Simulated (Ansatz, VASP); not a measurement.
# Two plane-wave programs on TePb

Contents of INCAR:

```
ALGO     = Normal         # electronic algorithm
EDIFF    = 1E-6           # SCF threshold, eV
ENCUT    = 520            # plane-wave cutoff, eV
GGA      = PE             # functional
ISIF     = 2              # what is computed and relaxed
ISMEAR   = -1             # smearing method
LASPH    = True           # aspherical terms in the spheres
LCHARG   = False          # write CHGCAR
LREAL    = False          # projectors in reciprocal space
LWAVE    = False          # write WAVECAR
NBANDS   = 17             # bands
NELM     = 60             # most SCF steps
PREC     = Accurate       # precision mode
SIGMA    = 0.05           # smearing width, eV
```

The input KPOINTS:

```
k-points
0
Gamma
  12 12 12
```

The input POSCAR:

```
TePb
1.0
    0.0000000000      3.0588815610      3.0588815610
    3.0588815610      0.0000000000      3.0588815610
    3.0588815610      3.0588815610      0.0000000000
Pb Te
1 1
Direct
    0.0000000000      0.0000000000      0.0000000000
    0.2500000000      0.2500000000      0.2500000000
```

Input for Ansatz:

```yaml
crystal:
  lattice:
    - [0.0, 3.058881561, 3.058881561]
    - [3.058881561, 0.0, 3.058881561]
    - [3.058881561, 3.058881561, 0.0]
  atoms:
    - { symbol: Pb, position: [0.0, 0.0, 0.0] }
    - { symbol: Te, position: [0.25, 0.25, 0.25] }
kpoints:
  mp_grid: { grid: [12, 12, 12] }
scf:
  occupations: { method: fermi_dirac, width: 0.05 }
hamiltonian:
  xc: pbe
  pseudopotentials: { kind: nc }
output:
  forces: true
  stress: true
  eigenvalues: true
```

Change from the starting cell: volume scaled by 0.58, norm-conserving files.

Alike in both runs: task single point; functional PBE; k mesh 12 × 12 × 12; occupations fermi-dirac, width 0.05 eV; no spin polarisation.

```csv
,VASP,Ansatz
version,VASP 6.6.1,Ansatz 0.2.0
potentials or method,"VASP PAW PBE potentials, release 64 (Pb_d, Te)",scalar-relativistic
plane-wave cutoff (eV),520,1120
valence electrons in the cell,20,30
```

```tsv
	VASP	Ansatz	Ansatz less VASP
pressure (GPa)	39.5	39.7	+0.21
```

Both programs put the cell under a high pressure, so it lies far from rest at this level. The functional is the same, so the differences come from potentials, cutoffs and numerics. VASP's potentials hold 20 valence electrons a cell and Ansatz's 30, so a difference there can come from the potentials and not from the codes.

Spin-orbit coupling is off throughout.
